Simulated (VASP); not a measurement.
Runs of VASP 6.6.1 on Ga. The structure is that of space group I4/mmm (No. 139), or close to it. The cells are those of the table. 

| cell | gap on the mesh (eV) | pressure (GPa) |
| --- | --- | --- |
| a = 3.010 Å, angles 124.4, 124.4, 82.5°, 1 atom | none | 0.0 |
| a = 2.915 Å, angles 123.4, 123.4, 84.3°, 1 atom | none | (b) |
| a = 3.016 Å, angles 125.4, 125.4, 80.9°, 1 atom | none | (a) |
| a = 2.997 Å, angles 125.9, 125.9, 80.0°, 1 atom | none | 3.3 |
| a = 2.971 Å, angles 125.4, 125.4, 80.8°, 1 atom | none | 4.4 |

Alike in all rows: task single point; level r2SCAN; potentials or basis VASP PAW PBE potentials, release 64 (Ga_d); no spin polarisation; k mesh 24 × 24 × 24; cutoff (eV) 520; smearing gaussian 0.15 eV.

Question: Estimate the missing entries.

Answer: (a) 1.1; (b) 5.3.

Caveats: the PAW data sets were made with another functional, which shifts forces and pressure a little.

A k mesh can miss the band edges, and the runs leave out spin-orbit coupling on Ga.

A gap of «none» marks levels without a gap at the run's occupations.
